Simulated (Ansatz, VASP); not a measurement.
**Two plane-wave programs on Si**

```
Si
1.0
     0.00000    2.71673    2.71673
     2.71673    0.00000    2.71673
     2.71673    2.71673    0.00000
Si
2
Cartesian
  2.7167 2.7167 2.7167
  4.0751 4.0751 4.0751
```

Alike in both runs: functional PBEsol; k mesh 10 × 10 × 10; occupations gaussian, width 0.02 eV; no spin polarisation.

Ansatz relaxed the structure, and its values are those at the end. VASP's run is a single point on that final structure, the one shown.

|  | VASP | Ansatz |
| --- | --- | --- |
| version | VASP 6.6.1 | Ansatz 0.2.0 |
| potentials or method | VASP PAW PBE potentials, release 64 (Si), cutoff 520 eV | scalar-relativistic, plane waves, PAW |
| valence electrons in the cell | 8 | 8 |

VASP gave:

```
gap on the k mesh at the Fermi level (eV) : 0.47
least direct gap on the mesh (eV)         : 2.52
pressure (GPa)                            : 0.1
```

Problem. Estimate Ansatz's values.

Solution. gap on the k mesh at the Fermi level (eV): 0.48; least direct gap on the mesh (eV): 2.52; pressure (GPa): 0.0.

VASP's potentials were made for PBE, not for PBEsol, and Ansatz warns of the same on its side.
